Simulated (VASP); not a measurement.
# GaAs (F-43m) in VASP: further runs

Runs on GaAs. Level: PBE+D3(BJ). Tasks: single point, relaxation of cell and atoms.

Program: VASP 6.6.1. These are calculated values, not measurements. Logs are shortened: lines on timing, memory, paths and dates and some standing lists are left out, and cuts for length are marked.

### 1 The cell of the first run

Symmetry: F-43m, No. 216, cubic system. Conventional cell: a = 5.675 Å, b = 5.675 Å, c = 5.675 Å, α = 90.00°, β = 90.00°, γ = 90.00°. Ga (site symmetry -43m) has 4 As at 2.46 Å within 3.2 Å. Within 3.2 Å of As (site symmetry -43m) lie 4 Ga at 2.46 Å.

### 2 Single point, PBE+D3(BJ)

Input file INCAR:

```
PREC = Accurate ; ENCUT = 520
EDIFF = 1E-6 ; ISMEAR = 0
SIGMA = 0.01 ; LREAL = F
LASPH = T ; NELM = 80
ALGO = Normal ; ISIF = 2
LWAVE = F ; LCHARG = T
GGA = PE ; IVDW = 12
LELF = T ; LVHAR = T
NBANDS = 16
```

Input file KPOINTS:

```
regular mesh
0
Gamma
  10 10 10
```

Input file POSCAR:

```
GaAs
1.0
    0.0000000000      2.8374254644      2.8374254644
    2.8374254644      0.0000000000      2.8374254644
    2.8374254644      2.8374254644      0.0000000000
Ga As
1 1
Direct
    0.0000000000      0.0000000000      0.0000000000
    0.2500000000      0.2500000000      0.2500000000
```

Potentials or basis: VASP PAW PBE potentials, release 64 (Ga_d, As).

Started as:

```
$ cat potpaw_PBE.64/Ga_d/POTCAR potpaw_PBE.64/As/POTCAR > POTCAR
$ mpirun -np 1 vasp_std > vasp.out
```

OUTCAR:

```text
PREC = Accurate
   ENCUT = 520
   EDIFF = 1E-6
   ISMEAR = 0
   LREAL = F
   LASPH = T
   NELM = 80
   ISIF = 2
   GGA = PE
   IVDW = 12
 IVDW          = 12

 ion  position               nearest neighbor table
   1  0.000  0.000  0.000-   2 2.46   2 2.46   2 2.46   2 2.46
   2  0.250  0.250  0.250-   1 2.46   1 2.46   1 2.46   1 2.46

  LATTYP: Found a face centered cubic cell.
 ALAT       =     5.6748509288

  Lattice vectors:

 A1 = (   0.0000000000,   2.8374254644,   2.8374254644)
 A2 = (   2.8374254644,   0.0000000000,   2.8374254644)
 A3 = (   2.8374254644,   2.8374254644,   0.0000000000)

Analysis of symmetry for initial positions (statically):
=====================================================================
 Subroutine PRICEL returns:
 Original cell was already a primitive cell.

 Routine SETGRP: Setting up the symmetry group for a
 face centered cubic supercell.

 Subroutine GETGRP returns: Found 24 space group operations
 (whereof 24 operations were pure point group operations)
 out of a pool of 48 trial point group operations.

The static configuration has the point symmetry T_d .

Analysis of symmetry for dynamics (positions and initial velocities):
=====================================================================
 Subroutine PRICEL returns:
 Original cell was already a primitive cell.

 Routine SETGRP: Setting up the symmetry group for a
 face centered cubic supercell.

 Subroutine GETGRP returns: Found 24 space group operations
 (whereof 24 operations were pure point group operations)
 out of a pool of 48 trial point group operations.

The dynamic configuration has the point symmetry T_d .

 Subroutine INISYM returns: Found 24 space group operations
 (whereof 24 operations are pure point group operations),
 and found     1 'primitive' translations

----------------------------------------------------------------------------------------

                                     Primitive cell

  volume of cell :      45.6881

  direct lattice vectors                    reciprocal lattice vectors
     0.000000000  2.837425464  2.837425464    -0.176216083  0.176216083  0.176216083
     2.837425464  0.000000000  2.837425464     0.176216083 -0.176216083  0.176216083
     2.837425464  2.837425464  0.000000000     0.176216083  0.176216083 -0.176216083

  length of vectors
     4.012725574  4.012725574  4.012725574     0.305215208  0.305215208  0.305215208

[... 80 lines left out ...]
   EDIFF  = 0.1E-05   stopping-criterion for ELM
   LREAL  =      F    real-space projection
   EDIFFG = 0.1E-04   stopping-criterion for IOM
   NSW    =      0    number of steps for IOM
   IBRION =     -1    ionic relax: 0-MD 1-quasi-New 2-CG
   NFREE  =      0    steps in history (QN), initial steepest desc. (CG)
   ISIF   =      2    stress and relaxation
   ISYM   =      2    0-nonsym 1-usesym 2-fastsym
   POTIM  = 0.5000    time-step for ionic-motion
   TEBEG  =    0.0;   TEEND  =   0.0 temperature during run
   PSTRESS=    0.0 pullay stress
   NELECT =      18.0000    total number of electrons
   NUPDOWN=      -1.0000    fix difference up-down
   EMIN   =  10.00;   EMAX   =-10.00  energy-range for DOS
   EFERMI =   0.00;   METHOD = LEGACY
   ISMEAR =     0;   SIGMA  =   0.01  broadening in eV -4-tet -1-fermi 0-gaus
   EFERMI_NEDOS =   21; number of points for ismear=-14 and -15
   IALGO  =     38    algorithm
   IMIX   =      4    mixing-type and parameters
     AMIX     =   0.40;   BMIX     =  1.00
     AMIX_MAG =   1.60;   BMIX_MAG =  1.00
  volume/ion in A,a.u.               =      22.84       154.16
  Fermi-wavevector in a.u.,A,eV,Ry     =   1.200138  2.267932 19.596898  1.440331
  Thomas-Fermi vector in A             =   2.335982
   LORBIT       =      0    0 simple, 1 ext, 2 COOP (PROOUT), +10 PAW based schemes
   GGA     = PE    functional components
   LHFCALC =     F    Hartree Fock is set to
   AEXX    =    0.0000 exact exchange contribution
   IVDW    =    12    specifies the selected vdW correction
   LEPSILON=     F    determine dielectric tensor
   LRPA    =     F    only Hartree local field effects (RPA)
 non-spin polarized calculation
 Gauss-broadening in eV      SIGMA  =   0.01
  energy-cutoff  :      520.00
  volume of cell :       45.69
 maximum number of plane-waves:      1249
 NGX is ok and might be reduce to    30
   NGX = 15   NGY = 15   NGZ = 15

 number of electron      17.9999988 magnetization

 Free energy of the ion-electron system (eV)
  ---------------------------------------------------
  ext. energy  EPLUGINS =         0.00000000
  ---------------------------------------------------
  free energy    TOTEN  =        -8.26058299 eV

  energy without entropy =       -8.26058299  energy(sigma->0) =       -8.26058299

 E-fermi :   3.9278     XC(G=0):  -9.5380

 val. band max:        3.8264184040   @ k =   0.0000   0.0000   0.0000
 cond. band min:       4.2628096289   @ k =   0.0000   0.0000   0.0000
 fundamental gap:      0.4363912249
 Fermi energy:         3.9277745745

 k-point     1 :       0.0000    0.0000    0.0000
  band No.  band energies     occupation
      1     -10.9601      2.00000
      2     -10.9601      2.00000
      3     -10.9601      2.00000
      4     -10.8836      2.00000
      5     -10.8836      2.00000
      6      -8.8191      2.00000
[... 433 lines left out ...]
      3     -10.9239      2.00000
      4     -10.9004      2.00000
      5     -10.8744      2.00000
      6      -7.1138      2.00000
[... 8 lines left out ...]
     15      16.0423      0.00000
     16      16.5912      0.00000

 [... further k-points ...]

------------------------ aborting loop because EDIFF is reached ----------------------------------------

 Edisp (eV)   -0.64190

 E8    (eV) :    -0.2865

  FORCE on cell =-STRESS in cart. coord.  units (eV):
  Direction    XX          YY          ZZ          XY          YZ          ZX
  --------------------------------------------------------------------------------------
  -------------------------------------------------------------------------------------
  Total       0.05679     0.05679     0.05679     0.00000     0.00000     0.00000
  in kB       1.99154     1.99154     1.99154     0.00000     0.00000     0.00000
  external pressure =        1.99 kB  Pullay stress =        0.00 kB

 VOLUME and BASIS-vectors are now :
 -----------------------------------------------------------------------------
  energy-cutoff  :      520.00
  volume of cell :       45.69
      direct lattice vectors                 reciprocal lattice vectors
     0.000000000  2.837425464  2.837425464    -0.176216083  0.176216083  0.176216083
     2.837425464  0.000000000  2.837425464     0.176216083 -0.176216083  0.176216083
     2.837425464  2.837425464  0.000000000     0.176216083  0.176216083 -0.176216083

 POSITION                                       TOTAL-FORCE (eV/Angst)
 -----------------------------------------------------------------------------------
      0.00000      0.00000      0.00000        -0.000000     -0.000000     -0.000000
      1.41871      1.41871      1.41871         0.000000      0.000000      0.000000
 -----------------------------------------------------------------------------------
    total drift:                                0.000002      0.000002      0.000002

  FREE ENERGIE OF THE ION-ELECTRON SYSTEM (eV)
  ---------------------------------------------------
  free  energy   TOTEN  =        -8.9024855541 eV

  energy  without entropy=       -8.9024855541  energy(sigma->0) =       -8.90248555
```

OSZICAR:

```text
N       E                     dE             d eps       ncg     rms          rms(c)
DAV:   1     0.841947388926E+02    0.84195E+02   -0.90220E+03  1536   0.154E+03
DAV:   2    -0.171040984009E+01   -0.85905E+02   -0.82147E+02  1688   0.316E+02
DAV:   3    -0.831748312246E+01   -0.66071E+01   -0.65851E+01  1848   0.665E+01
DAV:   4    -0.841638368891E+01   -0.98901E-01   -0.98890E-01  1864   0.910E+00
DAV:   5    -0.841778783856E+01   -0.14041E-02   -0.14041E-02  1896   0.953E-01    0.287E+00
DAV:   6    -0.827828808576E+01    0.13950E+00   -0.21061E-01  2296   0.782E+00    0.173E+00
DAV:   7    -0.825923554198E+01    0.19053E-01   -0.61881E-02  1896   0.178E+00    0.559E-01
DAV:   8    -0.826007050269E+01   -0.83496E-03   -0.10118E-02  1800   0.113E+00    0.105E-01
DAV:   9    -0.826046623364E+01   -0.39573E-03   -0.93093E-04  1840   0.359E-01    0.507E-02
DAV:  10    -0.826053201361E+01   -0.65780E-04   -0.70304E-05  2056   0.852E-02    0.275E-02
DAV:  11    -0.826058268867E+01   -0.50675E-04   -0.71340E-05  1688   0.628E-02    0.315E-03
DAV:  12    -0.826058299109E+01   -0.30242E-06   -0.10837E-06  1608   0.149E-02
   1 F= -.89024856E+01 E0= -.89024856E+01  d E =-.409927E-49
```

It took 16 s on 1 thread of Intel Xeon 6975P-C (Granite Rapids), shared host; peak memory 0.2 GiB.

What came out:

```yaml
Free_energy: -8.9025 eV
Pressure: 0.2 GPa
Band_gap_on_the_k_mesh: 0.44 eV, direct
Dispersion_energy_per_atom: -0.321 eV
```

### 3 Relaxation of cell and atoms, PBE+D3(BJ)

This run uses another cell than the first one, of 23.77 Å³/atom, 1.040 times its volume.

Input file INCAR:

```
SYSTEM = GaAs
ALGO = Normal ; EDIFF = 1E-6
EDIFFG = -0.01 ; ENCUT = 600
GGA = PE ; IBRION = 2
ISIF = 3 ; ISMEAR = 0
IVDW = 12 ; LASPH = .TRUE.
LCHARG = .FALSE. ; LREAL = .FALSE.
LWAVE = .FALSE. ; NELM = 60
NSW = 100 ; PREC = Accurate
SIGMA = 0.01
```

Input file KPOINTS:

```
k-points
0
G
  10 10 10
  0 0 0
```

Input file POSCAR:

```
GaAs
1.0
    0.0000000000      2.8750910800      2.8750910800
    2.8750910800      0.0000000000      2.8750910800
    2.8750910800      2.8750910800      0.0000000000
Ga As
1 1
Direct
    0.0000000000      0.0000000000      0.0000000000
    0.2500000000      0.2500000000      0.2500000000
```

Potentials or basis: VASP PAW PBE potentials, release 64 (Ga_d, As).

Started as:

```
$ cat potpaw_PBE.64/Ga_d/POTCAR potpaw_PBE.64/As/POTCAR > POTCAR
$ mpirun -np 1 vasp_std > vasp.out
```

Wall time 25 s (1 thread of Intel Xeon 6975P-C (Granite Rapids), shared host); peak memory 0.21 GiB.

The run converged. Its results:

| Item | Value |
| --- | --- |
| Free energy | -8.9027 eV |
| Relaxed volume | 22.91 Å³/atom |
| Relaxed cell | a = 4.016 Å, b = 4.016 Å, c = 4.016 Å, α = 60.00°, β = 60.00°, γ = 60.00° |
| Space group after relaxing (to 0.05 Å) | F-43m (No. 216) |
| Energy gained by relaxing | 6.3 meV/atom |
| Ionic steps | 3 |
| Pressure after relaxing | 0.0 GPa |
| Band gap on the k mesh | 0.42 eV, direct |
| Dispersion energy per atom | -0.320 eV |

The path:
```
step  energy change (eV)  largest force (eV/Å)  pressure (GPa)  volume (Å³)
   1              0.0000                0.0000           -2.29        47.53
   2             -0.0110                0.0000            0.86        45.24
   3             -0.0126                0.0000            0.04        45.82
```

Final structure:
```yaml
crystal:
  lattice:
    - [0.00000, 2.84006, 2.84006]
    - [2.84006, 0.00000, 2.84006]
    - [2.84006, 2.84006, 0.00000]
  atoms:
    - { symbol: Ga, position: [0.00000, 0.00000, 0.00000] }
    - { symbol: As, position: [0.25000, 0.25000, 0.25000] }
```

Levels at points of the mesh, in eV from the valence-band top:
```
           k point  band 5  band 6  band 7  band 8  band 9  band 10  band 11  band 12  band 13
(0.00, 0.00, 0.00)  -14.71  -12.63    0.00    0.00    0.00     0.42     3.73     3.73     3.73
(0.50, 0.00, 0.00)  -14.70  -10.90   -6.56   -1.12   -1.12     0.96     4.63     4.63     7.74
(0.50, 0.50, 0.00)  -14.69  -10.18   -6.75   -2.63   -2.63     1.49     1.66    10.06    10.06
```

Expect the measured gap to be larger: semilocal functionals such as PBE lack the derivative discontinuity.
